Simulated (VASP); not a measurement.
Set up this calculation in VASP 6.6.1, as the native input.

* Task: relaxation of cell and atoms
* Functional: PBE
* Potentials or basis: VASP PAW PBE potentials, release 64 (Zn)
* Cutoff: 600 eV
* k mesh: 9 × 9 × 9
* Occupations: fermi-dirac, width 0.05 eV
* Spin: no spin polarisation
* Target pressure: 10 GPa
* Dipole correction: no
* Further INCAR settings: ALGO = Normal; EDIFF = 1e-07; IBRION = 2; EDIFFG = -0.02; NSW = 80; ISIF = 3

The structure of Zn lies in POSCAR:

```
Zn
1.0
    2.5600000000      0.0000000000      0.0000000000
    0.0000000000      2.5600000000      0.0000000000
    0.0000000000      0.0000000000      2.5600000000
Zn
1
Direct
    0.0000000000      0.0000000000      0.0000000000
```

These files were run (other wordings do the same):

INCAR

```
  PREC = Accurate
  ENCUT = 600
  EDIFF = 1E-7
  ISMEAR = -1
  SIGMA = 0.05
  LREAL = False
  LASPH = True
  NELM = 80
  ALGO = Normal
  ISIF = 3
  LWAVE = False
  LCHARG = False
  GGA = PE
  IBRION = 2
  NSW = 80
  EDIFFG = -0.02
  PSTRESS = 100.0
```

KPOINTS

```
Automatic mesh
0
Gamma
  9 9 9
```

Potentials or basis: VASP PAW PBE potentials, release 64 (Zn).

Launch:

```console
$ cat potpaw_PBE.64/Zn/POTCAR > POTCAR
$ mpirun -np 1 vasp_std > vasp.out
```

It gave:

The relaxed volume is 15.80 Å³/atom and the relaxed cell is a = 2.509 Å, b = 2.509 Å, c = 2.509 Å, α = 90.00°, β = 90.00°, γ = 90.00°. The space group after relaxing (to 0.05 Å) is Pm-3m (No. 221). The energy change on relaxing (the enthalpy is what falls) is +44.6 meV/atom, the ionic steps are 3 and the pressure after relaxing is 10.0 GPa. The band gap on the k mesh is zero (band 6 reaches 6.99 eV, above the bottom of band 7 at 1.09 eV).

Caveat: the cell is relaxed towards a set pressure, so the enthalpy falls and the energy may rise.

Wall time 7 s on 1 thread of Intel(R) Xeon(R) 6975P-C (Granite Rapids) (shared host), peak memory 0.12 GiB.
